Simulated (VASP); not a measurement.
Runs of VASP 6.6.1 on BN. The structure is that of space group P6_3mc (No. 186), or close to it. The cells are those of the table. 

```tsv
cell	gap on the mesh (eV)	pressure (GPa)	largest force (eV/Å)
a = 2.841, b = 2.841, c = 4.227 Å, angles 90.0, 90.0, 120.0°, 4 atoms	4.75	-53.5	0.28
a = 2.889, b = 2.889, c = 4.227 Å, angles 90.0, 90.0, 120.0°, 4 atoms	4.48	-56.8	(a)
a = 2.745, b = 2.745, c = 4.227 Å, angles 90.0, 90.0, 120.0°, 4 atoms	5.31	-43.6	0.08
a = 2.458, b = 2.458, c = 4.227 Å, angles 90.0, 90.0, 120.0°, 4 atoms	4.68	27.7	0.19
a = 2.362, b = 2.362, c = 4.227 Å, angles 90.0, 90.0, 120.0°, 4 atoms	4.29	74.4	0.63
a = 2.171, b = 2.171, c = 4.227 Å, angles 90.0, 90.0, 120.0°, 4 atoms	3.13	(c)	2.69
a = 2.650, b = 2.650, c = 4.227 Å, angles 90.0, 90.0, 120.0°, 4 atoms	5.18	-28.3	0.03
a = 2.267, b = 2.267, c = 4.227 Å, angles 90.0, 90.0, 120.0°, 4 atoms	3.78	139.8	(b)
a = 2.937, b = 2.937, c = 4.227 Å, angles 90.0, 90.0, 120.0°, 4 atoms	4.16	-59.2	0.53
```

Alike in all rows: task single point; level PBEsol; potentials or basis VASP PAW PBE potentials, release 64 (B, N); no spin polarisation; k mesh 12 × 12 × 6; cutoff (eV) 520; smearing gaussian 0.05 eV.

Problem. Fill in the values left out.

Solution. (a) 0.40; (b) 1.43; (c) 230.8.

Caveats: the PAW data sets were made with another functional, which shifts forces and pressure a little.

A k mesh can miss the band edges.
